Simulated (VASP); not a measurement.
Input of a VASP 6.6.1 run:

File INCAR:

```
SYSTEM = WSe2
ALGO = Normal
EDIFF = 1E-6
ENCUT = 520
GGA = PE
ISIF = 2
ISMEAR = 0
IVDW = 12
LASPH = .TRUE.
LCHARG = .TRUE.
LELF = .TRUE.
LREAL = .FALSE.
LVHAR = .TRUE.
LWAVE = .FALSE.
NBANDS = 20
NELM = 80
PREC = Accurate
SIGMA = 0.05
```

KPOINTS

```
k-points
0
G
  9 9 4
  0 0 0
```

POSCAR

```
WSe2
1.0
    3.3795566996      0.0000000000      0.0000000000
   -1.6897783498      2.9267819554      0.0000000000
    0.0000000000      0.0000000000      6.5948669437
W Se
1 2
Direct
    0.0000000000      0.0000000000      0.0000000000
    0.3333333333      0.6666666667      0.2286623833
    0.3333333333      0.6666666667      0.7713376167
```

Potentials or basis: VASP PAW PBE potentials, release 64 (W_sv, Se).

The run is started by

```sh
$ cat potpaw_PBE.64/W_sv/POTCAR potpaw_PBE.64/Se/POTCAR > POTCAR
$ mpirun -np 1 vasp_std > vasp.out
```

Q: What does it give for the band gap on the k mesh?

A: Zero (bands 13 and 14 overlap by 0.05 eV).

Q: Predict the pressure.

A: 9.4 GPa.

Q: Predict the largest force.

A: 2.889 eV/Å.

Stress tensor (GPa, compression positive):
```
 2.94  0.00  0.00
 0.00  2.94  0.00
 0.00  0.00 22.25
```

Caveat: the cell stands under pressure; spin-orbit coupling is left out, which moves the levels of the heavy elements; forces of over 1 eV/Å act on the atoms, so gaps and moduli don't describe the material at rest.
